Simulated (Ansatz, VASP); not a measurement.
AlN, level by level in two programs

```
CELL_PARAMETERS angstrom
3.09211 0.00000 0.00000
-1.54605 2.67784 0.00000
0.00000 0.00000 4.94757
ATOMIC_POSITIONS crystal
Al 0.66667 0.33333 0.50000
Al 0.33333 0.66667 0.00000
N 0.66667 0.33333 0.88000
N 0.33333 0.66667 0.38000
```

Single points on this cell with VASP 6.6.1 and Ansatz 0.2.0. Each row is one pair of runs. Alike in all rows: spin: off; k mesh: 10 × 10 × 6; smearing: fermi-dirac, width 0.05 eV; VASP's potentials, cutoff: VASP PAW PBE potentials, release 64 (Al, N), 520 eV; Ansatz's potentials, cutoff: Ansatz PAW, 420 eV.

| level | gap on the k mesh at the Fermi level (eV), VASP | gap on the k mesh at the Fermi level (eV), Ansatz | least direct gap on the mesh (eV), VASP | least direct gap on the mesh (eV), Ansatz | pressure (GPa), VASP | pressure (GPa), Ansatz |
| --- | --- | --- | --- | --- | --- | --- |
| PBE+D4 | 4.40 | 4.39 | 4.40 | 4.39 | 3.0 | 3.2 |
| BLYP | ? | 4.69 | ? | 4.69 | ? | 11.0 |
| SVWN5 | 4.42 | 4.42 | 4.42 | 4.42 | 0.2 | -0.7 |
| RPBE+D3(BJ) | 4.45 | 4.42 | 4.45 | 4.42 | -10.7 | -10.0 |
| PBE exchange alone | 4.72 | 4.73 | 4.72 | 4.73 | 22.9 | 22.5 |

Fill in what VASP gave in row 2.

gap on the k mesh at the Fermi level (eV): 4.69; least direct gap on the mesh (eV): 4.69; pressure (GPa): 11.6.
